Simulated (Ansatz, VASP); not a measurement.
**Ge in VASP and in Ansatz**

Contents of INCAR:

```
SYSTEM = Ge
PREC = Accurate
ENCUT = 600
EDIFF = 1E-7
ISMEAR = -1
SIGMA = 0.05
LREAL = .FALSE.
LASPH = .TRUE.
NELM = 60
ALGO = Normal
ISIF = 3
LWAVE = .FALSE.
LCHARG = .FALSE.
GGA = RP
IVDW = 13
IBRION = 2
NSW = 60
EDIFFG = -0.01
```

Contents of KPOINTS:

```
Automatic mesh
0
G
  12 12 12
  0 0 0
```

File POSCAR:

```
Ge
1.0
   -1.6084200000      1.6084200000      1.8731800000
    1.6084200000     -1.6084200000      1.8731800000
    1.6084200000      1.6084200000     -1.8731800000
Ge
1
Direct
    0.5000000000      0.5000000000      0.0000000000
```

input.yaml

```yaml
crystal:
  lattice:
    - [-1.60842, 1.60842, 1.87318]
    - [1.60842, -1.60842, 1.87318]
    - [1.60842, 1.60842, -1.87318]
  atoms:
    - { symbol: Ge, position: [0.5, 0.5, 0.0] }
hamiltonian:
  xc: rpbe
  pseudopotentials: { kind: paw }
  dispersion: d4
kpoints:
  mp_grid: { grid: [12, 12, 12] }
scf:
  occupations: { method: fermi_dirac, width: 0.05 }
output:
  forces: true
  stress: true
  eigenvalues: true
  write_density: true
  write_potential: true
  elf: true
  volumetric_format: npy
relax:
  f_tol: 0.01
  max_steps: 40
  cell: { stress_tol: 0.05 }
```

Alike in both runs: task relaxation of cell and atoms; functional RPBE; dispersion D4; k mesh 12 × 12 × 12; occupations fermi-dirac, width 0.05 eV; no spin polarisation.

```csv
,VASP,Ansatz
version,VASP 6.6.1,Ansatz 0.2.0
potentials or method,"VASP PAW PBE potentials, release 64 (Ge_d)",Ansatz PAW
plane-wave cutoff (eV),600,420
valence electrons in the cell,14,14
```

Ansatz gave:

```
gap on the k mesh at the Fermi level, each at its own relaxed structure (eV) : none
relaxed volume (Å³/atom)                                                     : 17.96
relaxed cell length with the largest relative difference (Å)                 : 2.858
```

Estimate VASP's values.

gap on the k mesh at the Fermi level, each at its own relaxed structure (eV): none; relaxed volume (Å³/atom): 18.32; relaxed cell length with the largest relative difference (Å): 2.890.

VASP's potentials were made for PBE, not for RPBE. A gap of «none» marks a metal or a gap that the smearing closes.

Noted on Ansatz's run: the plane-wave basis is chosen anew once the cell has moved, so the energies of steps on either side of that aren't comparable.
